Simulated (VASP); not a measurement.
ZrS, 2 atoms in the cell. It takes space group Fm-3m (No. 225, cubic). The conventional cell has a = 5.250 Å, b = 5.250 Å, c = 5.250 Å, α = 90.00°, β = 90.00°, γ = 90.00°. Within 3.5 Å of Zr (site symmetry m-3m) lie 6 S at 2.62 Å. S (site symmetry m-3m) has 6 Zr at 2.62 Å within 3.5 Å. 

```yaml
Program: VASP 6.6.1
Task: single point
Functional: r2SCAN
Potentials_or_basis: VASP PAW PBE potentials, release 64 (Zr_sv, S)
Cutoff: 520 eV
k_mesh: 14 × 14 × 14
Occupations: fermi-dirac, width 0.05 eV
Spin: no spin polarisation
Dipole_correction: no
Further_INCAR_settings: ALGO = Normal; EDIFF = 1e-06; NBANDS = 16
```

Potentials or basis: VASP PAW PBE potentials, release 64 (Zr_sv, S).

Launch:

```sh
$ cat potpaw_PBE.64/Zr_sv/POTCAR potpaw_PBE.64/S/POTCAR > POTCAR
$ cp INCAR.step1 INCAR
$ mpirun -np 1 vasp_std > vasp.out
$ cp INCAR.step2 INCAR
$ mpirun -np 1 vasp_std > vasp.out
```

Hardware: 1 thread of Intel(R) Xeon(R) Platinum 8259CL CPU @ 2.50GHz (Skylake/Cascade Lake), on a shared host.

Task: How long does it take, and how much memory?

Result: Wall time 2.5 min on 1 thread of Intel(R) Xeon(R) Platinum 8259CL CPU @ 2.50GHz (Skylake/Cascade Lake), on a shared host, peak memory 0.2 GiB. Counts: k points 104.
